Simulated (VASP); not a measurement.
Here is a VASP 6.6.1 calculation.

Contents of INCAR:

```
SYSTEM = MgCdO
PREC = Accurate
ENCUT = 520
EDIFF = 1E-6
ISMEAR = 0
SIGMA = 0.1
LREAL = .FALSE.
LASPH = .TRUE.
NELM = 150
ALGO = Normal
ISIF = 2
LWAVE = .FALSE.
LCHARG = .TRUE.
ISPIN = 2
MAGMOM = 0 0 0 0 1 1
LORBIT = 11
GGA = PE
LELF = .TRUE.
LVHAR = .TRUE.
NBANDS = 33
```

File KPOINTS:

```
regular mesh
0
G
  6 6 4
  0 0 0
```

POSCAR

```
MgCdO
1.0
    3.6122716100      0.0000000000      0.0000000000
    0.0000000000      3.6122716100      0.0000000000
    0.0000000000      0.0000000000      6.2113693400
Mg Cd O
2 2 2
Direct
    0.0000000000      0.5000000000      0.6277660100
    0.5000000000      0.0000000000      0.3722339900
    0.0000000000      0.5000000000      0.1668660000
    0.5000000000      0.0000000000      0.8331340000
    0.0000000000      0.0000000000      0.0000000000
    0.5000000000      0.5000000000      0.0000000000
```

Potentials or basis: VASP PAW PBE potentials, release 64 (Mg, Cd, O).

Command:

```console
$ cat potpaw_PBE.64/Mg/POTCAR potpaw_PBE.64/Cd/POTCAR potpaw_PBE.64/O/POTCAR > POTCAR
$ mpirun -np 1 vasp_std > vasp.out
```

Task: Estimate the pressure.

Result: 35.0 GPa.

Task: Estimate the band gap on the k mesh.

Result: Zero (filled and empty bands overlap).

Forces in eV/Å, atoms in the order of the input:
```
Mg   0.000  0.000  0.484
Mg   0.000  0.000 -0.484
Cd   0.000  0.000  3.597
Cd   0.000  0.000 -3.597
O    0.000  0.000  0.000
O    0.000  0.000  0.000
```

Caveat: the cell stands under pressure; semilocal functionals underestimate gaps, so a narrow gap can read as zero; forces of over 1 eV/Å act on the atoms, so gaps and moduli don't describe the material at rest.
